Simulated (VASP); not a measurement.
Runs of VASP 6.6.1 on SiO2 (fluorite type). The structure is that of space group Fm-3m (No. 225), or close to it. The cells are those of the table. 

| level | cell | k mesh | cutoff (eV) | smearing | gap on the mesh (eV) | pressure (GPa) |
| --- | --- | --- | --- | --- | --- | --- |
| r2SCAN | a = 3.185 Å, angles 60.0°, 3 atoms | 13 × 13 × 13 | 660 | fermi-dirac 0.1 eV | 2.77 | 5.0 |
| PBE | a = 3.240 Å, angles 60.0°, 3 atoms | 21 × 21 × 21 | 600 | fermi-dirac 0.0612256 eV | (b) | -0.2 |
| PBE | a = 3.218 Å, angles 60.0°, 3 atoms | 41 × 41 × 41 | 600 | fermi-dirac 0.0612256 eV | 2.02 | 5.4 |
| PBE | a = 3.196 Å, angles 60.0°, 3 atoms | 21 × 21 × 21 | 600 | fermi-dirac 0.0612256 eV | 2.09 | (a) |
| r2SCAN | a = 3.283 Å, angles 60.0°, 3 atoms | 13 × 13 × 13 | 660 | fermi-dirac 0.1 eV | 1.90 | (c) |

Alike in all rows: task single point; potentials or basis VASP PAW PBE potentials, release 64 (Si, O); no spin polarisation.

**Question.** Fill in the values left out.

**Answer.** (a) 11.6; (b) 1.76; (c) -19.5.

Caveats: an odd mesh through Γ misses points on the zone boundary, where band edges can lie; the cell stands under pressure (at least some runs); the PAW data sets were made with another functional, which shifts forces and pressure a little (at least some runs); the cell stands under tension (at least some runs).
